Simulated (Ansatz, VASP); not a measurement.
## One calculation of KCl, two programs

```
K Cl
1.0
     0.00000    2.81191    3.97604
     2.81191    0.00000    3.97604
     2.81191    2.81191    0.00000
K Cl
1 1
Cartesian
  0.0000 0.0000 0.0000
  2.8119 2.8119 3.9760
```

Alike in both runs: task single point; functional r2SCAN; k mesh 8 × 8 × 8; occupations gaussian, width 0.05 eV; no spin polarisation.

|  | VASP | Ansatz |
| --- | --- | --- |
| version | VASP 6.6.1 | Ansatz 0.2.0 |
| potentials or method | VASP PAW PBE potentials, release 64 (K_sv, Cl), cutoff 520 eV | scalar-relativistic, plane waves, PAW |
| valence electrons in the cell | 16 | 16 |

```tsv
	VASP	Ansatz	Ansatz less VASP
gap on the k mesh at the Fermi level (eV)	5.29	5.29	-0.001
least direct gap on the mesh (eV)	5.29	5.29	-0.001
pressure (GPa)	5.5	5.5	-0.04
traceless stress, the component that is largest in VASP (GPa)	-7.39	-7.29	+0.101
```

VASP's potentials were made for PBE, not for r2SCAN. With one functional, cell and mesh, what is left measures potentials, basis and numerics.
